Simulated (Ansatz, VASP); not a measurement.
# One calculation of Si, two programs

INCAR

```
ALGO = Normal ; EDIFF = 1E-6
ENCUT = 500 ; GGA = PE
GGA_COMPAT = F ; ISIF = 2
ISMEAR = 0 ; LASPH = T
LCHARG = F ; LREAL = F
LWAVE = F ; NBANDS = 16
NELM = 120 ; PREC = Accurate
SIGMA = 0.05
```

File KPOINTS:

```
k-points
0
Gamma
  12 12 6
```

POSCAR

```
Si
1.0
    3.5431781883      0.0000000000      0.0000000000
   -1.7715890942      3.0684823212      0.0000000000
    0.0000000000      0.0000000000      6.6196236100
Si
4
Direct
    0.3333333333      0.6666666667      0.0629309399
    0.6666666667      0.3333333333      0.5629309399
    0.3333333333      0.6666666667      0.4370690601
    0.6666666667      0.3333333333      0.9370690601
```

Input for Ansatz:

```yaml
crystal:
  lattice:
    - [3.5431781883, 0.0, 0.0]
    - [-1.7715890942, 3.0684823212, 0.0]
    - [0.0, 0.0, 6.61962361]
  atoms:
    - { symbol: Si, position: [0.3333333333, 0.6666666667, 0.0629309399] }
    - { symbol: Si, position: [0.6666666667, 0.3333333333, 0.5629309399] }
    - { symbol: Si, position: [0.3333333333, 0.6666666667, 0.4370690601] }
    - { symbol: Si, position: [0.6666666667, 0.3333333333, 0.9370690601] }
basis:
  ecutwfc: 420
kpoints:
  mp_grid: { grid: [12, 12, 6] }
hamiltonian:
  xc: pbe
scf:
  occupations: { method: gaussian, width: 0.05 }
output:
  forces: true
  stress: true
  eigenvalues: true
```

Change from the starting cell: strain -0.080 along x and y, +0.040 along z, atoms carried along.

Alike in both runs: task single point; functional PBE; k mesh 12 × 12 × 6; occupations gaussian, width 0.05 eV; no spin polarisation.

```csv
,VASP,Ansatz
version,VASP 6.6.1,Ansatz 0.2.0
potentials or method,"VASP PAW PBE potentials, release 64 (Si), cutoff 500 eV","scalar-relativistic, plane waves, PAW"
valence electrons in the cell,16,16
```

VASP gave:

| Property | Result |
| --- | --- |
| gap on the k mesh at the Fermi level (eV) | 0.17 |
| least direct gap on the mesh (eV) | 0.21 |
| pressure (GPa) | 16.8 |
| traceless stress, the component that is largest in VASP (GPa) | -20.78 |
| rms of the force components (eV/Å) | 0.933 |

What did Ansatz give for the same quantities?

gap on the k mesh at the Fermi level (eV): 0.18; least direct gap on the mesh (eV): 0.21; pressure (GPa): 16.9; traceless stress, the component that is largest in VASP (GPa): -20.75; rms of the force components (eV/Å): 0.939.

Atom by atom the forces differ by 0.006 eV/Å (rms over components).
